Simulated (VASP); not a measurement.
# Co (P6_3/mmc) in VASP: further runs, part 2 of 2

VASP 6.6.1. Earlier steps stand in the parts before.

## 3. Single point, BLYP

Contents of INCAR:

```
AGGAC    = 1.0          
AGGAX    = 1.0          
ALDAC    = 0.0          
ALDAX    = 1.0          
ALGO     = Normal         # electronic algorithm
EDIFF    = 1E-6           # SCF threshold, eV
ENCUT    = 520            # plane-wave cutoff, eV
GGA      = B5             # functional
ISIF     = 2              # what is computed and relaxed
ISMEAR   = -1             # smearing method
LASPH    = True           # aspherical terms in the spheres
LCHARG   = False          # write CHGCAR
LREAL    = False          # projectors in reciprocal space
LWAVE    = False          # write WAVECAR
NBANDS   = 26             # bands
NELM     = 80             # most SCF steps
PREC     = Accurate       # precision mode
SIGMA    = 0.1            # smearing width, eV
```

Contents of KPOINTS:

```
k-points
0
Gamma
  19 19 5
```

Contents of POSCAR:

```
Co
1.0
    2.4852508150      0.0000000000      0.0000000000
   -1.2426254075      2.1522903405      0.0000000000
    0.0000000000      0.0000000000      8.0892688101
Co
4
Direct
    1.0000000000      1.0000000000      0.0000000000
    1.0000000000      1.0000000000      0.5000000000
    0.3333333333      0.6666666667      0.2500000000
    0.6666666667      0.3333333333      0.7500000000
```

Potentials or basis: VASP PAW PBE potentials, release 64 (Co).

Launch:

```console
$ cat potpaw_PBE.64/Co/POTCAR > POTCAR
$ mpirun -np 1 vasp_std > vasp.out
```

OUTCAR:

```text
EDIFF = 1E-6
   ENCUT = 520
   GGA = B5
   ISIF = 2
   ISMEAR = -1
   LASPH = True
   LREAL = False
   NELM = 80
   PREC = Accurate

 ion  position               nearest neighbor table
   1  0.000  0.000  0.000-   3 2.48   4 2.48   3 2.48   4 2.48   4 2.48   3 2.48
   2  0.000  0.000  0.500-   3 2.48   4 2.48   3 2.48   4 2.48   4 2.48   3 2.48
   3  0.333  0.667  0.250-   1 2.48   2 2.48   1 2.48   2 2.48   1 2.48   2 2.48
   4  0.667  0.333  0.750-   1 2.48   2 2.48   1 2.48   2 2.48   1 2.48   2 2.48

  LATTYP: Found a hexagonal cell.
 ALAT       =     2.4852508150
 C/A-ratio  =     3.2549104345

  Lattice vectors:

 A1 = (   2.4852508150,   0.0000000000,   0.0000000000)
 A2 = (  -1.2426254075,   2.1522903405,   0.0000000000)
 A3 = (   0.0000000000,   0.0000000000,   8.0892688101)

Analysis of symmetry for initial positions (statically):
=====================================================================
 Subroutine PRICEL returns:
 Original cell was already a primitive cell.

 Routine SETGRP: Setting up the symmetry group for a
 hexagonal supercell.

 Subroutine GETGRP returns: Found 24 space group operations
[... 164 lines left out ...]
  ext. energy  EPLUGINS =         0.00000000
  ---------------------------------------------------
  free energy    TOTEN  =       -23.55965164 eV

  energy without entropy =      -23.21695325  energy(sigma->0) =      -23.38830244

 E-fermi :  10.6410     XC(G=0): -12.8356

 val. band max:       10.6399284323   @ k =   0.2105   0.1579   0.0000
 cond. band min:      10.6411727528   @ k =   0.2105   0.2105   0.4000
 fundamental gap:      0.0012443206
 Fermi energy:        10.6409674558

 k-point     1 :       0.0000    0.0000    0.0000
  band No.  band energies     occupation
      1       2.0135      2.00000
      2       4.2704      2.00000
      3       4.2726      2.00000
      4       6.1013      2.00000
      5       8.4591      2.00000
      6       8.4691      2.00000
[... 685 lines left out ...]
     25      18.5434      0.00000
     26      20.0991      0.00000

 [... further k-points ...]
[... 5 lines left out ...]
  --------------------------------------------------------------------------------------
  -------------------------------------------------------------------------------------
  Total       -0.0567561     -0.0567561     -0.0545741     -0.0000000      0.0000000      0.0000000
  in kB       -2.1015645     -2.1015645     -2.0207712     -0.0000000      0.0000000      0.0000000
  external PRESSURE =      -2.0746334 kB  Pullay stress =       0.0000000 kB

 VOLUME and BASIS-vectors are now :
 -----------------------------------------------------------------------------
  energy-cutoff  :      520.00
  volume of cell :       43.27
      direct lattice vectors                 reciprocal lattice vectors
     2.485250815  0.000000000  0.000000000     0.402373875  0.232310665  0.000000000
    -1.242625408  2.152290341  0.000000000     0.000000000  0.464621330  0.000000000
     0.000000000  0.000000000  8.089268810     0.000000000  0.000000000  0.123620567

 POSITION                                       TOTAL-FORCE (eV/Angst)
 -----------------------------------------------------------------------------------
      0.00000      0.00000      0.00000        -0.000000      0.000000      0.000000
      0.00000      0.00000      4.04463        -0.000000      0.000000      0.000000
     -0.00000      1.43486      2.02232        -0.000000      0.000000     -0.000000
      1.24263      0.71743      6.06695         0.000000      0.000000     -0.000000
 -----------------------------------------------------------------------------------
    total drift:                                0.000000     -0.000000      0.000000

  FREE ENERGIE OF THE ION-ELECTRON SYSTEM (eV)
  ---------------------------------------------------
  free  energy   TOTEN  =       -23.5596516425 eV

  energy  without entropy=      -23.2169532470  energy(sigma->0) =      -23.38830244
```

OSZICAR:

```text
N       E                     dE             d eps       ncg     rms          rms(c)
DAV:   1     0.241656897030E+03    0.24166E+03   -0.15697E+04  6272   0.186E+03
DAV:   2    -0.142708785773E+02   -0.25593E+03   -0.24381E+03  6250   0.344E+02
DAV:   3    -0.277042459967E+02   -0.13433E+02   -0.12487E+02  6468   0.109E+02
DAV:   4    -0.279487810425E+02   -0.24454E+00   -0.24365E+00  7328   0.143E+01
DAV:   5    -0.279579562241E+02   -0.91752E-02   -0.91741E-02  8284   0.218E+00    0.187E+01
DAV:   6    -0.244869537358E+02    0.34710E+01   -0.34411E+01  6502   0.840E+01    0.745E+00
DAV:   7    -0.236557533363E+02    0.83120E+00   -0.52152E+00  6522   0.337E+01    0.362E+00
DAV:   8    -0.250470949523E+02   -0.13913E+01   -0.55966E+00  7406   0.418E+01    0.173E+01
DAV:   9    -0.235641367770E+02    0.14830E+01   -0.20432E+00  7462   0.323E+01    0.818E-01
DAV:  10    -0.235626029206E+02    0.15339E-02   -0.76413E-02  6774   0.257E+00    0.409E-01
DAV:  11    -0.235601056883E+02    0.24972E-02   -0.25896E-03  8838   0.593E-01    0.173E-01
DAV:  12    -0.235596640593E+02    0.44163E-03   -0.49808E-04  8068   0.275E-01    0.589E-02
DAV:  13    -0.235596548742E+02    0.91851E-05   -0.45153E-05  6456   0.903E-02    0.168E-02
DAV:  14    -0.235596524624E+02    0.24118E-05   -0.19076E-06  4414   0.155E-02    0.256E-03
DAV:  15    -0.235596516425E+02    0.81993E-06   -0.35475E-07  3226   0.690E-03
   1 F= -.23559652E+02 E0= -.23388302E+02  d E =-.342698E+00
```

Run time: 1.8 min. Hardware: 1 thread of Intel Xeon 6975P-C, shared host; peak memory 0.22 GiB.

What came out:

```
Free energy            : -23.5597 eV
Pressure               : -0.2 GPa
Band gap on the k mesh : zero (band 18 reaches 11.04 eV, above the bottom of band 19 at 10.03 eV)
```

Levels at points of the mesh, in eV from the Fermi level:
```csv
k point,band 14,band 15,band 16,band 17,band 18,band 19,band 20,band 21
"(0.00, 0.00, 0.00)",-1.51,-1.51,-0.81,-0.81,-0.45,-0.45,-0.19,-0.19
```

Caveat: the PAW data sets were made with another functional, which shifts forces and pressure a little; the run has no spin polarisation, though such a crystal can be magnetic. Spin polarisation is off, so any magnetic state and its effect on volume and gap are missing.

## 4. Relaxation of cell and atoms, BLYP

This run uses another cell than the first one, of 11.07 Å³/atom, 1.024 times its volume.

Contents of INCAR:

```
PREC = Accurate
ENCUT = 600
EDIFF = 1E-6
ISMEAR = -1
SIGMA = 0.1
LREAL = F
LASPH = T
NELM = 100
ALGO = Normal
ISIF = 3
LWAVE = F
LCHARG = F
GGA = B5
ALDAX = 1.0
AGGAX = 1.0
AGGAC = 1.0
ALDAC = 0.0
IBRION = 2
NSW = 80
EDIFFG = -0.01
```

Contents of KPOINTS:

```
regular mesh
0
Gamma
  14 14 4
```

Contents of POSCAR:

```
Co
1.0
    2.5018845205      0.0000000000      0.0000000000
   -1.2509422603      2.1666955521      0.0000000000
    0.0000000000      0.0000000000      8.1711548441
Co
4
Direct
    0.0000000000      0.0000000000      0.0000000000
    0.0000000000      0.0000000000      0.5000000000
    0.3333333333      0.6666666667      0.2500000000
    0.6666666667      0.3333333333      0.7500000000
```

Launch:

```console
$ cat potpaw_PBE.64/Co/POTCAR > POTCAR
$ mpirun -np 1 vasp_std > vasp.out
```

Run time: 5.5 min. Hardware: 1 thread of Intel Xeon 6975P-C, shared host; peak memory 0.22 GiB.

It converged, with:

- Free energy: -23.5579 eV
- Relaxed volume: 10.80 Å³/atom
- Relaxed cell: a = 2.484 Å, b = 2.484 Å, c = 8.085 Å, α = 90.00°, β = 90.00°, γ = 120.00°
- Space group after relaxing (to 0.05 Å): P6_3/mmc (No. 194)
- Energy gained by relaxing: 4.4 meV/atom
- Ionic steps: 5
- Pressure after relaxing: 0.1 GPa

Stress tensor (GPa, compression positive):
```
0.11 0.00 0.00
0.00 0.11 0.00
0.00 0.00 0.00
```

Step by step:
```tsv
step	energy change (eV)	largest force (eV/Å)	pressure (GPa)	volume (Å³)
1	0.0000	0.0000	-5.07	44.29
2	0.0031	0.0000	6.09	42.09
3	-0.0177	0.0000	-0.05	43.21
4	-0.0177	0.0000	0.07	43.19
5	-0.0178	0.0000	0.08	43.20
```

Final structure:
```cif
data_structure
_symmetry_space_group_name_H-M 'P 1'
_symmetry_Int_Tables_number 1
_cell_length_a 2.4838
_cell_length_b 2.4838
_cell_length_c 8.0853
_cell_angle_alpha 90.000
_cell_angle_beta 90.000
_cell_angle_gamma 120.000
_cell_volume 43.20
loop_
_atom_site_label
_atom_site_type_symbol
_atom_site_fract_x
_atom_site_fract_y
_atom_site_fract_z
_atom_site_occupancy
Co1 Co 0.00000 0.00000 0.00000 1
Co2 Co 0.00000 0.00000 0.50000 1
Co3 Co 0.33333 0.66667 0.25000 1
Co4 Co 0.66667 0.33333 0.75000 1
```

Levels at points of the mesh, in eV from the Fermi level:
```tsv
k point	band 14	band 15	band 16	band 17	band 18	band 19	band 20	band 21	band 22
(0.00, 0.00, 0.00)	-1.51	-1.51	-0.81	-0.81	-0.45	-0.45	-0.19	-0.19	0.20
(0.50, 0.00, 0.00)	0.28	0.30	0.34	0.36	0.45	0.46	0.48	0.75	1.82
(0.00, 0.00, 0.50)	-1.66	-1.34	-1.34	-0.63	-0.63	-0.63	-0.63	0.06	0.06
(0.50, 0.00, 0.50)	-0.73	-0.05	-0.05	0.32	0.32	0.44	0.44	1.95	1.95
```

Caveat: the bands computed are all filled at some k points, so no gap is given; the PAW data sets were made with another functional, which shifts forces and pressure a little; the run has no spin polarisation, though such a crystal can be magnetic.

## 5. Single point, BLYP, collinear spin, ferromagnetic start (volume scaled by 0.96)

Contents of INCAR:

```
SYSTEM = Co
PREC     = Accurate       ! precision mode
ENCUT    = 520            ! plane-wave cutoff, eV
EDIFF    = 1E-6           ! SCF threshold, eV
ISMEAR   = -1             ! smearing method
SIGMA    = 0.05           ! smearing width, eV
LREAL    = .FALSE.        ! projectors in reciprocal space
LASPH    = .TRUE.         ! aspherical terms in the spheres
NELM     = 150            ! most SCF steps
ALGO     = Normal         ! electronic algorithm
ISIF     = 2              ! what is computed and relaxed
LWAVE    = .FALSE.        ! write WAVECAR
LCHARG   = .FALSE.        ! write CHGCAR
ISPIN    = 2              ! spin polarisation
MAGMOM   = 1.703 1.703 1.72 1.72 ! initial moments
LORBIT   = 11             ! projections on sites
LMAXMIX  = 4              ! l up to which the mixer works
GGA      = B5             ! functional
ALDAX    = 1.0          
AGGAX    = 1.0          
AGGAC    = 1.0          
ALDAC    = 0.0          
NBANDS   = 30             ! bands
```

Contents of KPOINTS:

```
regular mesh
0
G
  16 16 5
  0 0 0
```

Contents of POSCAR:

```
Co
1.0
    2.4993629816      0.0000000000      0.0000000000
   -1.2496814908      2.1645118353      0.0000000000
    0.0000000000      0.0000000000      8.0828717081
Co
4
Direct
    0.0000000000      0.0000000000      0.0000000000
    1.0000000000      1.0000000000      0.5000000000
    0.3333333333      0.6666666667      0.2500000000
    0.6666666667      0.3333333333      0.7500000000
```

Launch:

```console
$ cat potpaw_PBE.64/Co/POTCAR > POTCAR
$ mpirun -np 1 vasp_std > vasp.out
```

Wall time 6.4 min (1 thread of Oxide Virtual Turin-like, shared host); peak memory 0.25 GiB.

The run converged. Its results:

```yaml
Free_energy: -24.2060 eV
Pressure: 7.6 GPa
Net_moment: 6.35 μB per cell
Site_moments: Co +1.59, +1.61 μB
Valence_electrons_inside_the_program's_atomic_spheres: Co 8.29, 8.28
```

Stress tensor (GPa, compression positive):
```
7.27 0.00 0.00
0.00 7.27 0.00
0.00 0.00 8.26
```

Levels at points of the mesh, in eV from the Fermi level:
Spin up:
```
           k point  band 19  band 20  band 21  band 22  band 23  band 24
(0.00, 0.00, 0.00)    -1.47    -1.15    -1.15    -0.75    -0.75     0.09
(0.50, 0.00, 0.00)    -0.52    -0.49     0.45     1.55     2.52     3.13
```
Spin down:
```
           k point  band 11  band 12  band 13  band 14  band 15  band 16  band 17  band 18
(0.00, 0.00, 0.00)    -1.08    -0.87    -0.87    -0.82    -0.82     0.00     0.00     0.10
(0.50, 0.00, 0.00)    -0.76    -0.15    -0.11     0.70     1.09     1.14     1.15     1.17
```

Caveat: the cell differs from its parent crystal (volume scaled by 0.96); the PAW data sets were made with another functional, which shifts forces and pressure a little.

## 6. Summary

```tsv
task	spin	cell	k mesh	cutoff (eV)	smearing	gap on the mesh (eV)	pressure (GPa)
single point	off	a = 2.485, b = 2.485, c = 8.089 Å, angles 90.0, 90.0, 120.0°, 4 atoms	14 × 14 × 4	520	fermi-dirac 0.1 eV	none	-0.3
single point	off	a = 2.485, b = 2.485, c = 8.089 Å, angles 90.0, 90.0, 120.0°, 4 atoms	19 × 19 × 5	520	fermi-dirac 0.1 eV	none	-0.2
relaxation of cell and atoms	off	relaxed from a = 2.502, b = 2.502, c = 8.171 Å, angles 90.0, 90.0, 120.0°, 4 atoms	14 × 14 × 4	600	fermi-dirac 0.1 eV	-	0.1
single point	collinear, ferromagnetic start	a = 2.499, b = 2.499, c = 8.083 Å, angles 90.0, 90.0, 120.0°, 4 atoms	16 × 16 × 5	520	fermi-dirac 0.05 eV	none	7.6
```

Alike in all rows: level BLYP; potentials or basis VASP PAW PBE potentials, release 64 (Co).

Caveats: the PAW data sets were made with another functional, which shifts forces and pressure a little; the bands computed are all filled at some k points, so no gap is given (some runs).

Total energies depend on the potentials used, so only differences within one code and one set of settings carry meaning.
